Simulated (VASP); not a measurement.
Here is a VASP 6.6.1 calculation.

INCAR

```
SYSTEM = YbB2
PREC     = Accurate       ! precision mode
ENCUT    = 520            ! plane-wave cutoff, eV
EDIFF    = 1E-6           ! SCF threshold, eV
ISMEAR   = 0              ! smearing method
SIGMA    = 0.05           ! smearing width, eV
LREAL    = .False.        ! projectors in reciprocal space
LASPH    = .True.         ! aspherical terms in the spheres
NELM     = 80             ! most SCF steps
ALGO     = Normal         ! electronic algorithm
ISIF     = 2              ! what is computed and relaxed
LWAVE    = .False.        ! write WAVECAR
LCHARG   = .True.         ! write CHGCAR
GGA      = PS             ! functional
LELF     = .True.         ! ELF
LVHAR    = .True.       
NBANDS   = 22             ! bands
```

KPOINTS

```
regular mesh
0
Gamma
  14 14 10
  0 0 0
```

Contents of POSCAR:

```
YbB2
1.0
    3.2012533895      0.0000000000      0.0000000000
   -1.6006266948      2.7723667593      0.0000000000
    0.0000000000      0.0000000000      3.7871873454
Yb B
1 2
Direct
    0.0000000000      0.0000000000      0.0000000000
    0.3333333333      0.6666666667      0.5000000000
    0.6666666667      0.3333333333      0.5000000000
```

Potentials or basis: VASP PAW PBE potentials, release 64 (Yb, B).

Launch:

```sh
$ cat potpaw_PBE.64/Yb/POTCAR potpaw_PBE.64/B/POTCAR > POTCAR
$ mpirun -np 1 vasp_std > vasp.out
```

(1) Estimate the band gap on the k mesh.

(2) What does it give for the pressure?

Results:

(1) zero (bands 15 and 16 overlap by 1.36 eV).

(2) 0.2 GPa.

Caveat: the PAW data sets were made with another functional, which shifts forces and pressure a little; spin-orbit coupling is left out, which moves the levels of the heavy elements.
